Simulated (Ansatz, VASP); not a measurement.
**SnO: VASP beside Ansatz**

File INCAR:

```
ALGO = Normal ; EDIFF = 1E-6
ENCUT = 520 ; GGA = PE
ISIF = 2 ; ISMEAR = 0
LASPH = True ; LCHARG = False
LREAL = False ; LWAVE = False
NBANDS = 28 ; NELM = 80
PREC = Accurate ; SIGMA = 0.02
```

File KPOINTS:

```
k-points
0
Gamma
  10 10 8
```

POSCAR

```
SnO
1.0
    3.8682628323      0.0000000000      0.0000000000
    0.0000000000      3.8682628323      0.0000000000
    0.0000000000      0.0000000000      5.0662402388
Sn O
2 2
Direct
    0.0000000000      0.5000000000      0.2287756773
    0.5000000000      0.0000000000      0.7712243227
    0.5000000000      0.5000000000      0.0000000000
    0.0000000000      0.0000000000      0.0000000000
```

Input for Ansatz:

```yaml
crystal:
  lattice:
    - [3.8682628294, 0.0, 0.0]
    - [0.0, 3.8682628294, 0.0]
    - [0.0, 0.0, 5.0662403107]
  atoms:
    - { symbol: Sn, position: [0.0, 0.5, 0.2287756745] }
    - { symbol: Sn, position: [0.5, 0.0, 0.7712243255] }
    - { symbol: O, position: [0.5, 0.5, 0.0] }
    - { symbol: O, position: [0.0, 0.0, 0.0] }
basis:
  ecutwfc: 420
  xc_grid: 2
kpoints:
  mp_grid: { grid: [10, 10, 8] }
  band_path: { path: [VBM, CBM], npoints: 2 }
hamiltonian:
  xc: pbe
scf:
  occupations: { method: gaussian, width: 0.02 }
output:
  forces: true
  stress: true
  eigenvalues: true
```

Alike in both runs: task single point; functional PBE; k mesh 10 × 10 × 8; occupations gaussian, width 0.02 eV; no spin polarisation.

|  | VASP | Ansatz |
| --- | --- | --- |
| version | VASP 6.6.1 | Ansatz 0.2.0 |
| potentials or method | VASP PAW PBE potentials, release 64 (Sn_d, O), cutoff 520 eV | scalar-relativistic, plane waves, PAW |
| valence electrons in the cell | 40 | 40 |

```csv
,VASP,Ansatz,Ansatz less VASP
gap on the k mesh at the Fermi level (eV),0.51,0.50,-0.009
least direct gap on the mesh (eV),1.91,1.94,+0.030
pressure (GPa),0.2,0.0,-0.18
rms of the force components (eV/Å),0.031,0.000,-0.0312
```

Atom by atom the forces differ by 0.031 eV/Å (rms over components).
